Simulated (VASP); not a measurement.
A run of VASP 6.6.1 is set up as follows.

The input INCAR:

```
SYSTEM = Sn
ALGO = Fast ; EDIFF = 1E-6
ENCUT = 520 ; GGA = PS
ISIF = 2 ; ISMEAR = 0
LASPH = .TRUE. ; LCHARG = .TRUE.
LELF = .TRUE. ; LREAL = .FALSE.
LVHAR = .TRUE. ; LWAVE = .FALSE.
NBANDS = 13 ; NELM = 60
PREC = Accurate ; SIGMA = 0.15
```

KPOINTS

```
k-points
0
G
  22 22 22
  0 0 0
```

Contents of POSCAR:

```
Sn
1.0
   -1.7751992964      1.8255885243      2.2119055679
    1.7751992964     -1.8255885243      2.2119055679
    1.7751992964      1.8255885243     -2.2119055679
Sn
1
Direct
    0.0000000000      0.0000000000      0.0000000000
```

Potentials or basis: VASP PAW PBE potentials, release 64 (Sn_d).

The run is started by

```sh
$ cat potpaw_PBE.64/Sn_d/POTCAR > POTCAR
$ mpirun -np 1 vasp_std > vasp.out
```

What does it give for the pressure?

-3.7 GPa.

Estimate the band gap on the k mesh.

zero (band 7 reaches 14.45 eV, above the bottom of band 8 at 5.21 eV).

Stress tensor (GPa, compression positive):
```
-3.72  0.00  0.00
 0.00 -3.99  0.00
 0.00  0.00 -3.52
```

Caveat: the PAW data sets were made with another functional, which shifts forces and pressure a little; spin-orbit coupling is left out, which moves the levels of the heavy elements.
